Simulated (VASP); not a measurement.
NiO (series), 4 atoms in the cell. The structure is cubic, space group Fm-3m (No. 225). Conventional cell: a = 4.172 Å, b = 4.172 Å, c = 4.172 Å, α = 90.00°, β = 90.00°, γ = 90.00°. Within 2.8 Å of Ni (site symmetry m-3m) lie 6 O at 2.09 Å. O (site symmetry m-3m) has 6 Ni at 2.09 Å within 2.8 Å. 

* Program: VASP 6.6.1
* Task: single point
* Functional: PBE
* Potentials or basis: VASP PAW PBE potentials, release 64 (Ni, O)
* Cutoff: 600 eV
* k mesh: 12 × 12 × 8
* Occupations: gaussian, width 0.1 eV
* Spin: collinear spin, antiferromagnetic start
* Starting moments: [1.47, -1.47, 0.0, 0.0] μB
* Dipole correction: no
* Further INCAR settings: ALGO = Normal; EDIFF = 1e-06; NBANDS = 28

Potentials or basis: VASP PAW PBE potentials, release 64 (Ni, O).

Run with:

```sh
$ cat potpaw_PBE.64/Ni/POTCAR potpaw_PBE.64/O/POTCAR > POTCAR
$ mpirun -np 1 vasp_std > vasp.out
```

Hardware: 1 thread of AMD EPYC 7R13, with other jobs on the host.

Problem. How long does it take, and how much memory?

Solution. Wall time 7.4 min on 1 thread of AMD EPYC 7R13, on a shared host, peak memory 0.32 GiB. Counts: scf iterations 16, k points 140.
